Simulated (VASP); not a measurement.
# Au3Br: single point with PBE

Au3Br:

```
CELL_PARAMETERS angstrom
6.78156 0.00000 0.00000
-3.39078 5.87301 0.00000
0.00000 0.00000 4.42942
ATOMIC_POSITIONS crystal
Au 0.85392 0.70784 0.25000
Au 0.14608 0.85392 0.75000
Au 0.29216 0.14608 0.25000
Au 0.14608 0.29216 0.75000
Au 0.85392 0.14608 0.25000
Au 0.70784 0.85392 0.75000
Br 0.33333 0.66667 0.25000
Br 0.66667 0.33333 0.75000
```

| Property | Result |
| --- | --- |
| Program | VASP 6.6.1 |
| Task | single point |
| Functional | PBE |
| Potentials or basis | VASP PAW PBE potentials, release 64 (Au, Br) |
| Cutoff | 520 eV |
| k mesh | 6 × 6 × 8 |
| Occupations | gaussian, width 0.1 eV |
| Spin | no spin polarisation |
| Dipole correction | no |
| Further INCAR settings | ALGO = Normal; EDIFF = 1e-07; NBANDS = 50 |

The pressure is -0.1 GPa. The largest force is 0.004 eV/Å. The band gap on the k mesh is zero (bands 40 and 41 overlap by 0.94 eV).

Forces on the atoms (eV/Å):
```
Au   0.000  0.004  0.000
Au  -0.003  0.002  0.000
Au  -0.003 -0.002  0.000
Au   0.000 -0.004  0.000
Au   0.003 -0.002  0.000
Au   0.003  0.002  0.000
Br   0.000  0.000  0.000
Br   0.000  0.000  0.000
```

Levels at points of the mesh, in eV from the Fermi level:
```
           k point  band 36  band 37  band 38  band 39  band 40  band 41  band 42  band 43  band 44  band 45
(0.00, 0.00, 0.00)    -1.81    -1.81    -1.13    -1.05     0.14     0.14     1.52     2.25     2.92     2.92
(0.50, 0.00, 0.00)    -1.77    -1.31    -1.19    -1.15    -0.86     0.11     0.64     2.39     3.17     4.06
(0.00, 0.00, 0.50)    -1.72    -1.72    -1.72    -1.19    -1.19     1.24     1.24     1.24     1.24     4.22
(0.50, 0.00, 0.50)    -1.78    -1.69    -1.69    -0.79    -0.79     0.81     0.81     1.23     1.23     3.87
```

Run time: 5.1 min on 1 thread of Intel(R) Xeon(R) Platinum 8259CL CPU @ 2.50GHz (Skylake/Cascade Lake), on a shared host, peak memory 0.43 GiB.

Caveat: spin-orbit coupling is left out, which moves the levels of the heavy elements.
